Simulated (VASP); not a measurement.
Runs of VASP 6.6.1 on BC5. The structure is that of space group I-4m2 (No. 119), or close to it. The cells are those of the table. 

```csv
cell,gap on the mesh (eV),pressure (GPa),largest force (eV/Å)
"a = 5.895 Å, angles 155.7, 155.7, 34.6°, 6 atoms",none,16.3,0.14
"a = 6.093 Å, angles 155.7, 155.7, 34.6°, 6 atoms",none,-20.2,0.14
"a = 5.976 Å, angles 155.7, 155.7, 34.6°, 6 atoms",none,-0.3,0.03
"a = 6.055 Å, angles 155.7, 155.7, 34.6°, 6 atoms",none,(b),0.10
"a = 5.936 Å, angles 155.7, 155.7, 34.6°, 6 atoms",none,(a),0.07
"a = 6.015 Å, angles 155.7, 155.7, 34.6°, 6 atoms",none,-7.6,0.04
"a = 5.854 Å, angles 155.7, 155.7, 34.6°, 6 atoms",none,25.9,0.21
```

Alike in all rows: task single point; level PBE; potentials or basis VASP PAW PBE potentials, release 64 (C, B); no spin polarisation; k mesh 15 × 15 × 15; cutoff (eV) 520; smearing fermi-dirac 0.05 eV.

Problem. Estimate the missing entries.

Solution. (a) 7.6; (b) -14.2.

A gap of «none» marks levels without a gap at the run's occupations.
